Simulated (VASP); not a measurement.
# W (I4/mmm) in VASP: notebook

The runs below take W through single point, with LDA.

Program: VASP 6.6.1. These are calculated values, not measurements. Logs are shortened: lines on timing, memory, paths and dates and some standing lists are left out, and cuts for length are marked.

## 1. The cell of the first run

The structure is tetragonal, space group I4/mmm (No. 139). The conventional cell has a = 3.119 Å, b = 3.119 Å, c = 3.440 Å, α = 90.00°, β = 90.00°, γ = 90.00°. Within 3.7 Å of W (site symmetry 4/mmm) lie 14 W at 2.80 to 3.44 Å.

## 2. Single point, LDA

Input file INCAR:

```
ALGO     = Fast           # electronic algorithm
EDIFF    = 1E-6           # SCF threshold, eV
ENCUT    = 520            # plane-wave cutoff, eV
ISIF     = 2              # what is computed and relaxed
ISMEAR   = 0              # smearing method
LASPH    = T              # aspherical terms in the spheres
LCHARG   = T              # write CHGCAR
LELF     = T              # ELF
LREAL    = F              # projectors in reciprocal space
LVHAR    = T            
LWAVE    = F              # write WAVECAR
NBANDS   = 13             # bands
NELM     = 100            # most SCF steps
PREC     = Accurate       # precision mode
SIGMA    = 0.15           # smearing width, eV
```

Input file KPOINTS:

```
k-points
0
Gamma
  22 22 22
```

Input file POSCAR:

```
W
1.0
    0.0000000000      2.2052838839      1.7201214295
    2.2052838839      0.0000000000      1.7201214295
    2.2052838839      2.2052838839      0.0000000000
W
1
Direct
    0.0000000000      0.0000000000      0.0000000000
```

Potentials or basis: VASP PAW LDA potentials, release 64 (W_sv).

Launch:

```bash
cat potpaw_LDA.64/W_sv/POTCAR > POTCAR
mpirun -np 1 vasp_std > vasp.out
```

OUTCAR:

```text
EDIFF = 1E-6
   ENCUT = 520
   ISIF = 2
   ISMEAR = 0
   LASPH = T
   LREAL = F
   NELM = 100
   PREC = Accurate

 ion  position               nearest neighbor table
   1  0.000  0.000  0.000-

  LATTYP: Found a body centered tetragonal cell.
 ALAT       =     3.1187423775
 C/A-ratio  =     1.1030865787

  Lattice vectors:

 A1 = (   0.0000000000,  -2.2052838839,  -1.7201214295)
 A2 = (   0.0000000000,   2.2052838839,  -1.7201214295)
 A3 = (   2.2052838839,   0.0000000000,   1.7201214295)

Analysis of symmetry for initial positions (statically):
=====================================================================
 Subroutine PRICEL returns:
 Original cell was already a primitive cell.

 Routine SETGRP: Setting up the symmetry group for a
 body centered tetragonal supercell.

 Subroutine GETGRP returns: Found 16 space group operations
 (whereof 16 operations were pure point group operations)
 out of a pool of 16 trial point group operations.

The static configuration has the point symmetry D_4h.

Analysis of symmetry for dynamics (positions and initial velocities):
=====================================================================
 Subroutine PRICEL returns:
 Original cell was already a primitive cell.

 Routine SETGRP: Setting up the symmetry group for a
 body centered tetragonal supercell.

 Subroutine GETGRP returns: Found 16 space group operations
 (whereof 16 operations were pure point group operations)
 out of a pool of 16 trial point group operations.

The dynamic configuration has the point symmetry D_4h.

 Subroutine INISYM returns: Found 16 space group operations
 (whereof 16 operations are pure point group operations),
 and found     1 'primitive' translations

----------------------------------------------------------------------------------------

                                     Primitive cell

  volume of cell :      16.7309

  direct lattice vectors                    reciprocal lattice vectors
     0.000000000  2.205283884  1.720121430    -0.226728179  0.226728179  0.290677153
     2.205283884  0.000000000  1.720121430     0.226728179 -0.226728179  0.290677153
     2.205283884  2.205283884  0.000000000     0.226728179  0.226728179 -0.290677153

  length of vectors
     2.796800805  2.796800805  3.118742377     0.432786948  0.432786948  0.432786948

  position of ions in fractional coordinates (direct lattice)
     0.000000000  0.000000000  0.000000000

  ion indices of the primitive-cell ions
   primitive index   ion index
                 1           1

----------------------------------------------------------------------------------------

 KPOINTS: k-points

Automatic generation of k-mesh.
 Grid dimensions read from file:
 generate k-points for:   22   22   22

 Generating k-lattice:

  Cartesian coordinates                     Fractional coordinates (reciprocal lattice)
    -0.010305826  0.010305826  0.013212598     0.045454545  0.000000000  0.000000000
     0.010305826 -0.010305826  0.013212598     0.000000000  0.045454545  0.000000000
     0.010305826  0.010305826 -0.013212598     0.000000000  0.000000000  0.045454545

  Length of vectors
     0.019672134  0.019672134  0.019672134

  Shift w.r.t. Gamma in fractional coordinates (k-lattice)
     0.000000000  0.000000000  0.000000000

 Subroutine IBZKPT returns following result:
 ===========================================

 Found    834 irreducible k-points:

 Following reciprocal coordinates:
            Coordinates               Weight
  0.000000  0.000000  0.000000      1.000000
  0.045455  0.000000  0.000000      8.000000
  0.090909  0.000000  0.000000      8.000000
  0.136364  0.000000  0.000000      8.000000
  0.181818  0.000000  0.000000      8.000000
  0.227273  0.000000  0.000000      8.000000
[... 16 lines left out ...]
  0.500000  0.045455  0.000000      8.000000
 -0.454545  0.045455  0.000000      8.000000
 [... further k-points ...]
   k-points           NKPTS =    834   k-points in BZ     NKDIM =    834   number of bands    NBANDS=     13
   number of dos      NEDOS =    301   number of ions     NIONS =      1
   total plane-waves  NPLWV =  13824
   dimension x,y,z NGX =    24 NGY =   24 NGZ =   24
   dimension x,y,z NGXF=    48 NGYF=   48 NGZF=   48
   ions per type =               1
   NGX,Y,Z   is equivalent  to a cutoff of  14.27, 14.27, 12.79 a.u.
   NGXF,Y,Z  is equivalent  to a cutoff of  28.53, 28.53, 25.59 a.u.
 SYSTEM =  unknown system
   PREC   = accura    normal or accurate (medium, high low for compatibility)
   ISTART =      0    job   : 0-new  1-cont  2-samecut
   ICHARG =      2    charge: 1-file 2-atom 10-const
   ISPIN  =      1    spin polarized calculation?
   LNONCOLLINEAR =      F non collinear calculations
   LSORBIT =      F    spin-orbit coupling
   LASPH  =      T    aspherical Exc in radial PAW
   ENCUT  =  520.0 eV  38.22 Ry    6.18 a.u.   5.20  5.20  5.80*2*pi/ulx,y,z
   NELM   =    100;   NELMIN=  2; NELMDL= -5     # of ELM steps
   EDIFF  = 0.1E-05   stopping-criterion for ELM
   LREAL  =      F    real-space projection
   EDIFFG = 0.1E-04   stopping-criterion for IOM
   NSW    =      0    number of steps for IOM
   IBRION =     -1    ionic relax: 0-MD 1-quasi-New 2-CG
   NFREE  =      0    steps in history (QN), initial steepest desc. (CG)
   ISIF   =      2    stress and relaxation
   ISYM   =      2    0-nonsym 1-usesym 2-fastsym
   POTIM  = 0.5000    time-step for ionic-motion
   TEBEG  =    0.0;   TEEND  =   0.0 temperature during run
   PSTRESS=    0.0 pullay stress
   NELECT =      14.0000    total number of electrons
   NUPDOWN=      -1.0000    fix difference up-down
   EMIN   =  10.00;   EMAX   =-10.00  energy-range for DOS
   EFERMI =   0.00;   METHOD = LEGACY
   ISMEAR =     0;   SIGMA  =   0.15  broadening in eV -4-tet -1-fermi 0-gaus
   EFERMI_NEDOS =   21; number of points for ismear=-14 and -15
   IALGO  =     68    algorithm
   IMIX   =      4    mixing-type and parameters
     AMIX     =   0.40;   BMIX     =  1.00
     AMIX_MAG =   1.60;   BMIX_MAG =  1.00
  volume/ion in A,a.u.               =      16.73       112.91
  Fermi-wavevector in a.u.,A,eV,Ry     =   1.542688  2.915258 32.380324  2.379887
  Thomas-Fermi vector in A             =   2.648457
   LORBIT       =      0    0 simple, 1 ext, 2 COOP (PROOUT), +10 PAW based schemes
   GGA     = CA    functional components
   LHFCALC =     F    Hartree Fock is set to
   AEXX    =    0.0000 exact exchange contribution
   IVDW    =     0    specifies the selected vdW correction
   LEPSILON=     F    determine dielectric tensor
   LRPA    =     F    only Hartree local field effects (RPA)
 non-spin polarized calculation
 RMM-DIIS sequential band-by-band and
 Gauss-broadening in eV      SIGMA  =   0.15
  energy-cutoff  :      520.00
  volume of cell :       16.73
 maximum number of plane-waves:       471
 NGX is ok and might be reduce to    24
   NGX = 11   NGY = 11   NGZ = 11

 number of electron      13.9999999 magnetization

 Free energy of the ion-electron system (eV)
  ---------------------------------------------------
  ext. energy  EPLUGINS =         0.00000000
  ---------------------------------------------------
  free energy    TOTEN  =       -13.93294844 eV

  energy without entropy =      -13.92680561  energy(sigma->0) =      -13.92987702

 E-fermi :  10.5188     XC(G=0): -13.5275

 val. band max:       10.5150258636   @ k =  -0.4545   0.1818   0.0000
 cond. band min:      10.5244459182   @ k =   0.1818   0.0455   0.1364
 fundamental gap:      0.0094200545
 Fermi energy:        10.5187633331

 k-point     1 :       0.0000    0.0000    0.0000
  band No.  band energies     occupation
      1     -63.2672      2.00000
      2     -27.1621      2.00000
      3     -27.1448      2.00000
      4     -27.1448      2.00000
      5       1.2939      2.00000
      6       9.0982      2.00000
      7       9.0982      2.00000
      8      10.2084      1.99657
      9      11.7535      0.00000
     10      13.2060      0.00000
     11      23.9737      0.00000
     12      25.6811      0.00000
     13      25.6811      0.00000

 k-point     2 :       0.0455    0.0000    0.0000
  band No.  band energies     occupation
      1     -63.2650      2.00000
      2     -27.1797      2.00000
      3     -27.1514      2.00000
      4     -27.1511      2.00000
      5       1.3860      2.00000
      6       9.0918      2.00000
      7       9.1249      2.00000
      8      10.2156      1.99574
      9      11.7052      0.00000
     10      13.1641      0.00000
     11      24.1442      0.00000
     12      25.7828      0.00000
     13      25.8357      0.00000

 k-point     3 :       0.0909    0.0000    0.0000
  band No.  band energies     occupation
      1     -63.2588      2.00000
      2     -27.2471      2.00000
      3     -27.1708      2.00000
      4     -27.1533      2.00000
      5       1.6557      2.00000
      6       9.0613      2.00000
      7       9.1568      2.00000
      8      10.2912      1.96810
      9      11.5864      0.00000
     10      13.0622      0.00000
     11      24.5871      0.00000
     12      26.0468      0.00000
     13      26.2905      0.00000

 k-point     4 :       0.1364    0.0000    0.0000
  band No.  band energies     occupation
      1     -63.2489      2.00000
      2     -27.3550      2.00000
      3     -27.2011      2.00000
      4     -27.1538      2.00000
      5       2.0829      2.00000
      6       8.9820      2.00000
      7       9.0934      2.00000
      8      10.5511      0.76023
      9      11.4671      0.00000
     10      12.9483      0.00000
     11      25.0814      0.00000
     12      26.3535      0.00000
     13      27.0220      0.00000

 k-point     5 :       0.1818    0.0000    0.0000
  band No.  band energies     occupation
      1     -63.2363      2.00000
      2     -27.4918      2.00000
      3     -27.2399      2.00000
      4     -27.1540      2.00000
      5       2.6304      2.00000
      6       8.8490      2.00000
      7       8.9136      2.00000
      8      11.0342      0.00000
      9      11.4204      0.00000
     10      12.8637      0.00000
     11      25.2030      0.00000
     12      26.6156      0.00000
     13      27.9975      0.00000
[... 257 lines left out ...]
 k-point    22 :       0.4545    0.0455    0.0000
  band No.  band energies     occupation
      1     -63.1620      2.00000
      2     -28.2262      2.00000
      3     -27.4657      2.00000
      4     -27.1692      2.00000
      5       4.7002      2.00000
      6       7.8119      2.00000
      7      10.3761      1.82131
      8      11.4689      0.00000
      9      13.7440      0.00000
     10      15.7749      0.00000
     11      20.8011      0.00000
     12      22.7156      0.00000
     13      27.5054      0.00000

 k-point    23 :       0.5000    0.0455    0.0000
  band No.  band energies     occupation
      1     -63.1595      2.00000
      2     -28.2501      2.00000
      3     -27.4713      2.00000
      4     -27.1719      2.00000
      5       4.7015      2.00000
      6       7.7702      2.00000
      7      10.5600      0.69733
      8      11.5368      0.00000
      9      13.8866      0.00000
     10      15.9802      0.00000
     11      20.4772      0.00000
     12      22.4769      0.00000
     13      27.1916      0.00000

 k-point    24 :      -0.4545    0.0455    0.0000
  band No.  band energies     occupation
      1     -63.1613      2.00000
      2     -28.2325      2.00000
      3     -27.4644      2.00000
      4     -27.1747      2.00000
      5       4.7028      2.00000
      6       7.7932      2.00000
      7      10.2981      1.96249
      8      11.6858      0.00000
      9      13.8495      0.00000
     10      15.7149      0.00000
     11      20.7003      0.00000
     12      22.5341      0.00000
     13      27.5811      0.00000

 [... further k-points ...]

------------------------ aborting loop because EDIFF is reached ----------------------------------------

  FORCE on cell =-STRESS in cart. coord.  units (eV):
  Direction    XX          YY          ZZ          XY          YZ          ZX
  --------------------------------------------------------------------------------------
  -------------------------------------------------------------------------------------
  Total       -1.3497351     -1.3497351     -3.7586289      0.0000000      0.0000000      0.0000000
  in kB     -129.2531182   -129.2531182   -359.9332089      0.0000000      0.0000000      0.0000000
  external PRESSURE =    -206.1464818 kB  Pullay stress =       0.0000000 kB

 VOLUME and BASIS-vectors are now :
 -----------------------------------------------------------------------------
  energy-cutoff  :      520.00
  volume of cell :       16.73
      direct lattice vectors                 reciprocal lattice vectors
     0.000000000  2.205283884  1.720121430    -0.226728179  0.226728179  0.290677153
     2.205283884  0.000000000  1.720121430     0.226728179 -0.226728179  0.290677153
     2.205283884  2.205283884  0.000000000     0.226728179  0.226728179 -0.290677153

 POSITION                                       TOTAL-FORCE (eV/Angst)
 -----------------------------------------------------------------------------------
      0.00000      0.00000      0.00000         0.000000      0.000000      0.000000
 -----------------------------------------------------------------------------------
    total drift:                               -0.000000      0.000000      0.000000

  FREE ENERGIE OF THE ION-ELECTRON SYSTEM (eV)
  ---------------------------------------------------
  free  energy   TOTEN  =       -13.9329484393 eV

  energy  without entropy=      -13.9268056068  energy(sigma->0) =      -13.92987702
```

It took 54 s on 1 thread of Intel Xeon 6975P-C (Granite Rapids), shared host; peak memory 0.27 GiB.

Results:

```
Free energy            : -13.9329 eV
Pressure               : -20.6 GPa
Band gap on the k mesh : zero (band 7 reaches 15.06 eV, above the bottom of band 8 at 9.66 eV)
```

Levels at points of the mesh, in eV from the Fermi level:
```tsv
k point	band 5	band 6	band 7	band 8	band 9	band 10
(0.00, 0.00, 0.00)	-9.22	-1.42	-1.42	-0.31	1.23	2.69
(0.50, 0.00, 0.00)	-5.90	-2.84	0.49	1.02	3.08	5.48
(0.50, 0.50, 0.00)	-5.54	-5.26	4.55	4.94	4.94	6.28
(0.50, 0.00, 0.50)	-5.86	-4.02	1.19	2.97	3.42	5.83
```

Caveat: spin-orbit coupling is left out, which moves the levels of the heavy elements.

[end of part 1 of 3]
